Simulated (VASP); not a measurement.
# SrAl5 (P6/mmm) in VASP: a series of runs

Runs on SrAl5. Level: PBE. Tasks: single point.

All numbers are computed with VASP 6.6.1; they aren't measurements. Logs are shortened: lines on timing, memory, paths and dates and some standing lists are left out, and cuts for length are marked.

## 1. The cell of the first run

Symmetry: P6/mmm, No. 191, hexagonal system. The conventional cell has a = 5.498 Å, b = 5.498 Å, c = 4.378 Å, α = 90.00°, β = 90.00°, γ = 120.00°. Sr (site symmetry 6/mmm) has 18 Al at 3.17 to 3.51 Å within 4.2 Å. Within 3.6 Å of Al (site symmetry -6m2) lie 9 Al at 2.70 to 3.17 Å and 3 Sr at 3.17 Å. Al (site symmetry mmm) has 8 Al at 2.70 to 2.75 Å and 4 Sr at 3.51 Å within 3.6 Å.

## 2. Single point, PBE

The input, INCAR:

```
PREC = Accurate ; ENCUT = 520
EDIFF = 1E-6 ; ISMEAR = 0
SIGMA = 0.1 ; LREAL = False
LASPH = True ; NELM = 60
ALGO = Normal ; ISIF = 2
LWAVE = False ; LCHARG = False
GGA = PE ; NBANDS = 22
```

The input, KPOINTS:

```
Automatic mesh
0
Gamma
  6 6 4
```

The input, POSCAR:

```
SrAl5
1.0
    5.4975757300      0.0000000000      0.0000000000
   -2.7487878700      4.7610402400      0.0000000000
    0.0000000000      0.0000000000      4.3783077100
Sr Al
1 5
Direct
    0.0000000000      0.0000000000      0.0000000000
    0.3333333300      0.6666666700      0.0000000000
    0.6666666700      0.3333333300      0.0000000000
    0.5000000000      0.0000000000      0.5000000000
    0.5000000000      0.5000000000      0.5000000000
    0.0000000000      0.5000000000      0.5000000000
```

Potentials or basis: VASP PAW PBE potentials, release 64 (Sr_sv, Al).

Started as:

```
$ cat potpaw_PBE.64/Sr_sv/POTCAR potpaw_PBE.64/Al/POTCAR > POTCAR
$ mpirun -np 1 vasp_std > vasp.out
```

OUTCAR:

```text
PREC = Accurate
   ENCUT = 520
   EDIFF = 1E-6
   ISMEAR = 0
   LREAL = False
   LASPH = True
   NELM = 60
   ISIF = 2
   GGA = PE

 ion  position               nearest neighbor table
   1  0.000  0.000  0.000-   2 3.17   3 3.17   3 3.17   2 3.17   3 3.17   2 3.17   5 3.51   5 3.51
                             5 3.51   5 3.51   4 3.51   4 3.51   4 3.51   4 3.51   6 3.51   6 3.51
   2  0.333  0.667  0.000-   6 2.70   6 2.70   4 2.70   4 2.70   5 2.70   5 2.70   3 3.17   3 3.17
                             1 3.17   1 3.17   1 3.17   3 3.17
   3  0.667  0.333  0.000-   6 2.70   6 2.70   4 2.70   4 2.70   5 2.70   5 2.70   2 3.17   2 3.17
                             1 3.17   1 3.17   1 3.17   2 3.17
   4  0.500  0.000  0.500-   2 2.70   3 2.70   2 2.70   3 2.70   6 2.75   6 2.75   5 2.75   5 2.75
                             1 3.51   1 3.51   1 3.51   1 3.51
   5  0.500  0.500  0.500-   2 2.70   3 2.70   2 2.70   3 2.70   6 2.75   6 2.75   4 2.75   4 2.75
                             1 3.51   1 3.51   1 3.51   1 3.51
   6  0.000  0.500  0.500-   2 2.70   3 2.70   2 2.70   3 2.70   4 2.75   4 2.75   5 2.75   5 2.75
                             1 3.51   1 3.51   1 3.51   1 3.51

  LATTYP: Found a hexagonal cell.
 ALAT       =     5.4975757300
 C/A-ratio  =     0.7964069846

  Lattice vectors:

 A1 = (   5.4975757300,   0.0000000000,   0.0000000000)
 A2 = (  -2.7487878700,   4.7610402400,   0.0000000000)
 A3 = (   0.0000000000,   0.0000000000,   4.3783077100)

Analysis of symmetry for initial positions (statically):
=====================================================================
 Subroutine PRICEL returns:
 Original cell was already a primitive cell.

 Routine SETGRP: Setting up the symmetry group for a
 hexagonal supercell.

 Subroutine GETGRP returns: Found 24 space group operations
 (whereof 24 operations were pure point group operations)
 out of a pool of 24 trial point group operations.

The static configuration has the point symmetry D_6h.

Analysis of symmetry for dynamics (positions and initial velocities):
=====================================================================
 Subroutine PRICEL returns:
 Original cell was already a primitive cell.

 Routine SETGRP: Setting up the symmetry group for a
 hexagonal supercell.

 Subroutine GETGRP returns: Found 24 space group operations
 (whereof 24 operations were pure point group operations)
 out of a pool of 24 trial point group operations.

The dynamic configuration has the point symmetry D_6h.

 Subroutine INISYM returns: Found 24 space group operations
 (whereof 24 operations are pure point group operations),
 and found     1 'primitive' translations

----------------------------------------------------------------------------------------

                                     Primitive cell

  volume of cell :     114.5986

  direct lattice vectors                    reciprocal lattice vectors
     5.497575730  0.000000000  0.000000000     0.181898358  0.105019066  0.000000000
    -2.748787870  4.761040240  0.000000000     0.000000000  0.210038132  0.000000000
     0.000000000  0.000000000  4.378307710     0.000000000  0.000000000  0.228398748

  length of vectors
     5.497575730  5.497575731  4.378307710     0.210038132  0.210038132  0.228398748

  position of ions in fractional coordinates (direct lattice)
     0.000000000  0.000000000  0.000000000
     0.333333330  0.666666670  0.000000000
     0.666666670  0.333333330  0.000000000
     0.500000000  0.000000000  0.500000000
     0.500000000  0.500000000  0.500000000
     0.000000000  0.500000000  0.500000000

  ion indices of the primitive-cell ions
   primitive index   ion index
                 1           1
                 2           2
                 3           3
                 4           4
                 5           5
                 6           6

----------------------------------------------------------------------------------------

 KPOINTS: Automatic mesh

Automatic generation of k-mesh.
 Grid dimensions read from file:
 generate k-points for:    6    6    4

 Generating k-lattice:

  Cartesian coordinates                     Fractional coordinates (reciprocal lattice)
     0.030316393  0.017503178  0.000000000     0.166666667 -0.000000000  0.000000000
     0.000000000  0.035006355  0.000000000     0.000000000  0.166666667  0.000000000
     0.000000000  0.000000000  0.057099687     0.000000000  0.000000000  0.250000000

  Length of vectors
     0.035006355  0.035006355  0.057099687

  Shift w.r.t. Gamma in fractional coordinates (k-lattice)
     0.000000000  0.000000000  0.000000000

 Subroutine IBZKPT returns following result:
 ===========================================

 Found     21 irreducible k-points:

 Following reciprocal coordinates:
            Coordinates               Weight
  0.000000  0.000000  0.000000      1.000000
  0.166667 -0.000000  0.000000      6.000000
  0.333333  0.000000  0.000000      6.000000
  0.500000  0.000000  0.000000      3.000000
  0.166667  0.166667  0.000000      6.000000
  0.333333  0.166667  0.000000     12.000000
[... 13 lines left out ...]
  0.333333  0.166667  0.500000     12.000000
  0.333333  0.333333  0.500000      2.000000
   k-points           NKPTS =     21   k-points in BZ     NKDIM =     21   number of bands    NBANDS=     22
   number of dos      NEDOS =    301   number of ions     NIONS =      6
   total plane-waves  NPLWV =  63504
   dimension x,y,z NGX =    42 NGY =   42 NGZ =   36
   dimension x,y,z NGXF=    84 NGYF=   84 NGZF=   72
   ions per type =               1   5
   NGX,Y,Z   is equivalent  to a cutoff of  12.70, 12.70, 13.67 a.u.
   NGXF,Y,Z  is equivalent  to a cutoff of  25.40, 25.40, 27.34 a.u.
 SYSTEM =  unknown system
   PREC   = accura    normal or accurate (medium, high low for compatibility)
   ISTART =      0    job   : 0-new  1-cont  2-samecut
   ICHARG =      2    charge: 1-file 2-atom 10-const
   ISPIN  =      1    spin polarized calculation?
   LNONCOLLINEAR =      F non collinear calculations
   LSORBIT =      F    spin-orbit coupling
   LASPH  =      T    aspherical Exc in radial PAW
   ENCUT  =  520.0 eV  38.22 Ry    6.18 a.u.  10.22 10.22  8.14*2*pi/ulx,y,z
   NELM   =     60;   NELMIN=  2; NELMDL= -5     # of ELM steps
   EDIFF  = 0.1E-05   stopping-criterion for ELM
   LREAL  =      F    real-space projection
   EDIFFG = 0.1E-04   stopping-criterion for IOM
   NSW    =      0    number of steps for IOM
   IBRION =     -1    ionic relax: 0-MD 1-quasi-New 2-CG
   NFREE  =      0    steps in history (QN), initial steepest desc. (CG)
   ISIF   =      2    stress and relaxation
   ISYM   =      2    0-nonsym 1-usesym 2-fastsym
   POTIM  = 0.5000    time-step for ionic-motion
   TEBEG  =    0.0;   TEEND  =   0.0 temperature during run
   PSTRESS=    0.0 pullay stress
   NELECT =      25.0000    total number of electrons
   NUPDOWN=      -1.0000    fix difference up-down
   EMIN   =  10.00;   EMAX   =-10.00  energy-range for DOS
   EFERMI =   0.00;   METHOD = LEGACY
   ISMEAR =     0;   SIGMA  =   0.10  broadening in eV -4-tet -1-fermi 0-gaus
   EFERMI_NEDOS =   21; number of points for ismear=-14 and -15
   IALGO  =     38    algorithm
   IMIX   =      4    mixing-type and parameters
     AMIX     =   0.40;   BMIX     =  1.00
     AMIX_MAG =   1.60;   BMIX_MAG =  1.00
  volume/ion in A,a.u.               =      19.10       128.89
  Fermi-wavevector in a.u.,A,eV,Ry     =   0.985512  1.862347 13.214427  0.971233
  Thomas-Fermi vector in A             =   2.116824
   LORBIT       =      0    0 simple, 1 ext, 2 COOP (PROOUT), +10 PAW based schemes
   GGA     = PE    functional components
   LHFCALC =     F    Hartree Fock is set to
   AEXX    =    0.0000 exact exchange contribution
   IVDW    =     0    specifies the selected vdW correction
   LEPSILON=     F    determine dielectric tensor
   LRPA    =     F    only Hartree local field effects (RPA)
 non-spin polarized calculation
 Gauss-broadening in eV      SIGMA  =   0.10
  energy-cutoff  :      520.00
  volume of cell :      114.60
 maximum number of plane-waves:      3100
 NGX is ok and might be reduce to    42
   NGX = 21   NGY = 21   NGZ = 17

 number of electron      25.0000000 magnetization

 Free energy of the ion-electron system (eV)
  ---------------------------------------------------
  ext. energy  EPLUGINS =         0.00000000
  ---------------------------------------------------
  free energy    TOTEN  =       -21.08283649 eV

  energy without entropy =      -21.07991093  energy(sigma->0) =      -21.08137371

 E-fermi :   6.5568     XC(G=0):  -9.8818

 val. band max:        6.4781377459   @ k =   0.5000   0.0000   0.0000
 cond. band min:       6.7098687862   @ k =   0.3333   0.0000   0.2500
 fundamental gap:      0.2317310404
 Fermi energy:         6.5567679705

 k-point     1 :       0.0000    0.0000    0.0000
  band No.  band energies     occupation
      1     -28.5362      2.00000
      2     -10.7076      2.00000
      3     -10.7076      2.00000
      4     -10.5875      2.00000
      5      -3.5888      2.00000
      6       1.0681      2.00000
[... 14 lines left out ...]
     21       9.9902      0.00000
     22      11.8834      0.00000

 k-point     2 :       0.1667   -0.0000    0.0000
  band No.  band energies     occupation
      1     -28.5360      2.00000
      2     -10.7195      2.00000
      3     -10.7101      2.00000
      4     -10.5867      2.00000
      5      -3.4014      2.00000
      6       0.1562      2.00000
[... 14 lines left out ...]
     21      10.5667      0.00000
     22      11.1248      0.00000

 k-point     3 :       0.3333    0.0000    0.0000
  band No.  band energies     occupation
      1     -28.5358      2.00000
      2     -10.7429      2.00000
      3     -10.7149      2.00000
      4     -10.5853      2.00000
      5      -2.8852      2.00000
      6      -0.9453      2.00000
[... 14 lines left out ...]
     21      11.4494      0.00000
     22      11.5652      0.00000
[... 401 lines left out ...]
 k-point    20 :       0.3333    0.1667    0.5000
  band No.  band energies     occupation
      1     -28.5317      2.00000
      2     -10.7255      2.00000
      3     -10.7060      2.00000
      4     -10.6923      2.00000
      5      -1.1545      2.00000
      6      -0.0981      2.00000
[... 14 lines left out ...]
     21      11.7713      0.00000
     22      11.9366      0.00000

 k-point    21 :       0.3333    0.3333    0.5000
  band No.  band energies     occupation
      1     -28.5317      2.00000
      2     -10.7186      2.00000
      3     -10.7186      2.00000
      4     -10.6911      2.00000
      5      -0.6521      2.00000
      6      -0.6521      2.00000
[... 14 lines left out ...]
     21      11.9550      0.00000
     22      11.9675      0.00000

------------------------ aborting loop because EDIFF is reached ----------------------------------------

  FORCE on cell =-STRESS in cart. coord.  units (eV):
  Direction    XX          YY          ZZ          XY          YZ          ZX
  --------------------------------------------------------------------------------------
  -------------------------------------------------------------------------------------
  Total        5.6758017      5.6758017      2.8604165     -0.0000000      0.0000000      0.0000000
  in kB       79.3521037     79.3521036     39.9908386     -0.0000001      0.0000000      0.0000000
  external PRESSURE =      66.2316820 kB  Pullay stress =       0.0000000 kB

 VOLUME and BASIS-vectors are now :
 -----------------------------------------------------------------------------
  energy-cutoff  :      520.00
  volume of cell :      114.60
      direct lattice vectors                 reciprocal lattice vectors
     5.497575730  0.000000000  0.000000000     0.181898358  0.105019066  0.000000000
    -2.748787870  4.761040240  0.000000000     0.000000000  0.210038132  0.000000000
     0.000000000  0.000000000  4.378307710     0.000000000  0.000000000  0.228398748

 POSITION                                       TOTAL-FORCE (eV/Angst)
 -----------------------------------------------------------------------------------
      0.00000      0.00000      0.00000        -0.000000      0.000000     -0.000000
     -0.00000      3.17403      0.00000        -0.000000      0.000000     -0.000000
      2.74879      1.58701      0.00000         0.000000      0.000000      0.000000
      2.74879      0.00000      2.18915        -0.000000      0.000000     -0.000000
      1.37439      2.38052      2.18915        -0.000000      0.000000     -0.000000
     -1.37439      2.38052      2.18915        -0.000000      0.000000     -0.000000
 -----------------------------------------------------------------------------------
    total drift:                               -0.000000      0.000000     -0.000000

  FREE ENERGIE OF THE ION-ELECTRON SYSTEM (eV)
  ---------------------------------------------------
  free  energy   TOTEN  =       -21.0828364889 eV

  energy  without entropy=      -21.0799109340  energy(sigma->0) =      -21.08137371
```

It took 69 s on 1 thread of Oxide Virtual Turin-like, shared host; peak memory 0.22 GiB.

Results:

```yaml
Free_energy: -21.0828 eV
Pressure: 6.6 GPa
```

Levels at points of the mesh, in eV from the Fermi level:
| k point | band 10 | band 11 | band 12 | band 13 | band 14 | band 15 | band 16 | band 17 |
| --- | --- | --- | --- | --- | --- | --- | --- | --- |
| (0.00, 0.00, 0.00) | -2.42 | -1.80 | -1.80 | 0.78 | 1.05 | 2.30 | 2.30 | 2.63 |
| (0.50, 0.00, 0.00) | -1.33 | -0.90 | -0.89 | -0.08 | 0.94 | 0.98 | 1.49 | 1.86 |
| (0.00, 0.00, 0.50) | -2.77 | -2.19 | -2.19 | -1.82 | -1.82 | 1.33 | 1.33 | 2.18 |
| (0.50, 0.00, 0.50) | -2.58 | -2.39 | -1.13 | 1.29 | 1.53 | 2.10 | 3.05 | 3.20 |

## 3. Single point, PBE

This run uses another cell than the first one, of 21.04 Å³/atom, 1.101 times its volume.

The input, INCAR:

```
SYSTEM = SrAl5
PREC = Accurate ; ENCUT = 520
EDIFF = 1E-6 ; ISMEAR = 0
SIGMA = 0.1 ; LREAL = .FALSE.
LASPH = .TRUE. ; NELM = 100
ALGO = Normal ; ISIF = 2
LWAVE = .FALSE. ; LCHARG = .FALSE.
GGA = PE ; NBANDS = 22
```

The input, KPOINTS:

```
regular mesh
0
G
  6 6 4
  0 0 0
```

The input, POSCAR:

```
SrAl5
1.0
    5.7278443403      0.0000000030      0.0000000000
   -2.8639221727      4.9604587061      0.0000000000
    0.0000000000      0.0000000000      4.4425907446
Sr Al
1 5
Direct
    0.0000000000      0.0000000000      0.0000000000
    0.3333333333      0.6666666667      0.0000000000
    0.6666666667      0.3333333333      0.0000000000
    0.5000000000      0.0000000000      0.5000000000
    0.5000000000      0.5000000000      0.5000000000
    0.0000000000      0.5000000000      0.5000000000
```

Potentials or basis: VASP PAW PBE potentials, release 64 (Sr_sv, Al).

Started as:

```
$ cat potpaw_PBE.64/Sr_sv/POTCAR potpaw_PBE.64/Al/POTCAR > POTCAR
$ mpirun -np 1 vasp_std > vasp.out
```

Wall time 91 s (1 thread of Oxide Virtual Turin-like, shared host); peak memory 0.26 GiB.

Results (log left out):

```yaml
Free_energy: -21.3239 eV
Pressure: -0.1 GPa
```

Stress tensor (GPa, compression positive):
```
-0.11  0.00  0.00
 0.00 -0.11  0.00
 0.00  0.00 -0.02
```

Levels at points of the mesh, in eV from the Fermi level:
```
           k point  band 9  band 10  band 11  band 12  band 13  band 14  band 15  band 16  band 17  band 18
(0.00, 0.00, 0.00)   -2.66    -2.03    -1.73    -1.73     0.78     1.18     2.33     2.33     2.81     2.81
(0.50, 0.00, 0.00)   -2.17    -1.03    -0.67    -0.55    -0.03     0.69     1.21     1.54     1.88     2.38
(0.00, 0.00, 0.50)   -2.61    -2.61    -2.26    -2.26    -1.57    -1.57     1.20     1.20     2.18     4.73
(0.50, 0.00, 0.50)   -3.39    -2.40    -2.17    -1.05     1.38     1.49     2.01     2.64     2.87     3.40
```
